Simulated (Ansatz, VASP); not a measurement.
**BN: VASP beside Ansatz**

```
B N
1.0
     2.54101    0.00000    0.00000
    -1.27051    2.20058    0.00000
     0.00000    0.00000    4.20330
B N
2 2
Cartesian
  1.2456 0.7642 4.2329
  -0.0249 1.4977 2.1312
  1.2954 0.7029 2.5975
  0.0249 1.4364 0.4958
```

Change from the starting cell: all B atoms moved 0.1 Å in one direction.

Alike in both runs: task single point; functional PBEsol; k mesh 12 × 12 × 6; occupations gaussian, width 0.05 eV; no spin polarisation.

|  | VASP | Ansatz |
| --- | --- | --- |
| version | VASP 6.6.1 | Ansatz 0.2.0 |
| potentials or method | VASP PAW PBE potentials, release 64 (B, N), cutoff 520 eV | scalar-relativistic, plane waves, PAW |
| valence electrons in the cell | 16 | 16 |

Ansatz gave:

| Property | Result |
| --- | --- |
| gap on the k mesh at the Fermi level (eV) | 5.07 |
| least direct gap on the mesh (eV) | 7.54 |
| pressure (GPa) | 3.8 |
| traceless stress, the component that is largest in VASP (GPa) | 2.78 |
| rms of the force components (eV/Å) | 1.534 |

Task: Which values does VASP return?

Result: gap on the k mesh at the Fermi level (eV): 5.06; least direct gap on the mesh (eV): 7.54; pressure (GPa): 4.4; traceless stress, the component that is largest in VASP (GPa): 2.86; rms of the force components (eV/Å): 1.542.

VASP's potentials were made for PBE, not for PBEsol. Atom by atom the forces differ by 0.009 eV/Å (rms over components). The functional is the same, so the differences come from potentials, cutoffs and numerics.
